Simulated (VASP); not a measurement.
Runs of VASP 6.6.1 on Si. The structure is that of space group Pm-3m (No. 221), or close to it. The cells are those of the table. This isn't the form of Si at room conditions, which is diamond.

```tsv
task	cell	k mesh	cutoff (eV)	gap on the mesh (eV)	pressure (GPa)
single point	a = 2.507 Å, 1 atom	14 × 14 × 14	520	none	(a)
single point	a = 2.640 Å, 1 atom	14 × 14 × 14	520	none	-8.6
single point	a = 2.542 Å, 1 atom	12 × 12 × 12	520	none	-0.3
single point	a = 2.472 Å, 1 atom	14 × 14 × 14	520	none	10.0
relaxation of cell and atoms	relaxed from a = 2.531 Å, 1 atom	12 × 12 × 12	600	none	0.0
```

Alike in all rows: level RPBE; potentials or basis VASP PAW PBE potentials, release 64 (Si); no spin polarisation; smearing fermi-dirac 0.1 eV.

Estimate the missing entries.

(a) 4.5.

Caveats: the PAW data sets were made with another functional, which shifts forces and pressure a little; the cell stands under pressure (at least some runs); the cell stands under tension (at least some runs).

A gap of «none» marks levels without a gap at the run's occupations.
